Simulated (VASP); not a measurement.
Input of a VASP 6.6.1 run:

INCAR

```
SYSTEM = Tl
ALGO = Normal ; EDIFF = 1E-6
ENCUT = 520 ; GGA = PS
ISIF = 2 ; ISMEAR = 0
LASPH = .TRUE. ; LCHARG = .TRUE.
LELF = .TRUE. ; LREAL = .FALSE.
LVHAR = .TRUE. ; LWAVE = .FALSE.
NBANDS = 12 ; NELM = 80
PREC = Accurate ; SIGMA = 0.1
```

Contents of KPOINTS:

```
k-points
0
G
  14 14 14
  0 0 0
```

POSCAR

```
Tl
1.0
    0.0000000000      2.3924743131      2.3924743131
    2.3924743131      0.0000000000      2.3924743131
    2.3924743131      2.3924743131      0.0000000000
Tl
1
Direct
    0.0000000000      0.0000000000      0.0000000000
```

Potentials or basis: VASP PAW PBE potentials, release 64 (Tl_d).

Run with:

```sh
$ cat potpaw_PBE.64/Tl_d/POTCAR > POTCAR
$ mpirun -np 1 vasp_std > vasp.out
```

(1) Estimate the pressure.

## Answers

(1) 1.4 GPa.

Caveat: the cell differs from its parent crystal (strained); the PAW data sets were made with another functional, which shifts forces and pressure a little.
